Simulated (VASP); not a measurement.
HfMg2C2, 5 atoms in the cell. It takes space group P-4m2 (No. 115, tetragonal). Conventional cell: a = 4.380 Å, b = 4.380 Å, c = 6.194 Å, α = 90.00°, β = 90.00°, γ = 90.00°. Mg (site symmetry -4m2) has 4 C at 2.68 Å and 4 Mg at 3.10 Å within 3.5 Å. Within 3.5 Å of Mg (site symmetry -4m2) lie 4 C at 2.68 Å and 4 Mg at 3.10 Å and 2 Hf at 3.10 Å. Hf (site symmetry -4m2) has 4 C at 2.68 Å and 2 Mg at 3.10 Å within 3.5 Å. Within 3.5 Å of C (site symmetry 2mm) lie 2 Hf at 2.68 Å and 4 Mg at 2.68 Å.  This cell differs from its parent crystal: atoms taken out.

| Quantity | Value |
| --- | --- |
| Program | VASP 6.6.1 |
| Task | single point |
| Functional | PBE |
| Potentials or basis | VASP PAW PBE potentials, release 64 (Mg, Hf_pv, C) |
| Cutoff | 520 eV |
| k mesh | 4 × 4 × 4 |
| Occupations | gaussian, width 0.1 eV |
| Spin | no spin polarisation |
| Dipole correction | no |
| Further INCAR settings | ALGO = Normal; EDIFF = 1e-06; NBANDS = 19 |

Potentials or basis: VASP PAW PBE potentials, release 64 (Mg, Hf_pv, C).

Launch:

```console
$ cat potpaw_PBE.64/Mg/POTCAR potpaw_PBE.64/Hf_pv/POTCAR potpaw_PBE.64/C/POTCAR > POTCAR
$ mpirun -np 1 vasp_std > vasp.out
```

Hardware: 1 thread of Oxide Virtual Turin-like Processor (shared host).

Task: Estimate the wall time of this run.

Result: It took 62 s on 1 thread of Oxide Virtual Turin-like Processor, on a shared host, peak memory 0.22 GiB. Counts: scf iterations 16, k points 18.
